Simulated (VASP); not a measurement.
A run of VASP 6.6.1 is set up as follows.

The input INCAR:

```
SYSTEM = Sc
ALGO     = Normal         ! electronic algorithm
EDIFF    = 1E-7           ! SCF threshold, eV
ENCUT    = 520            ! plane-wave cutoff, eV
GGA      = PS             ! functional
ISIF     = 2              ! what is computed and relaxed
ISMEAR   = -1             ! smearing method
LASPH    = .True.         ! aspherical terms in the spheres
LCHARG   = .False.        ! write CHGCAR
LREAL    = .False.        ! projectors in reciprocal space
LWAVE    = .False.        ! write WAVECAR
NBANDS   = 24             ! bands
NELM     = 60             ! most SCF steps
PREC     = Accurate       ! precision mode
SIGMA    = 0.1            ! smearing width, eV
```

The input KPOINTS:

```
k-points
0
Gamma
  8 8 11
  0 0 0
```

Contents of POSCAR:

```
Sc
1.0
    4.9945938620      0.0000000000      0.0000000000
   -2.4972969310      4.3254451661      0.0000000000
    0.0000000000      0.0000000000      3.1371433638
Sc
3
Direct
    1.0000000000      1.0000000000      0.0000000000
    0.3333333333      0.6666666667      0.5000000000
    0.6666666667      0.3333333333      0.5000000000
```

Potentials or basis: VASP PAW PBE potentials, release 64 (Sc_sv).

Run with:

```console
$ cat potpaw_PBE.64/Sc_sv/POTCAR > POTCAR
$ mpirun -np 1 vasp_std > vasp.out
```

Q: What does it give for the band gap on the k mesh?

A: Zero (an odd number of electrons rules out a gap without spin polarisation).

Q: Estimate the pressure.

A: 2.4 GPa.

Stress tensor (GPa, compression positive):
```
2.38 0.00 0.00
0.00 2.38 0.00
0.00 0.00 2.46
```

Caveat: the PAW data sets were made with another functional, which shifts forces and pressure a little.
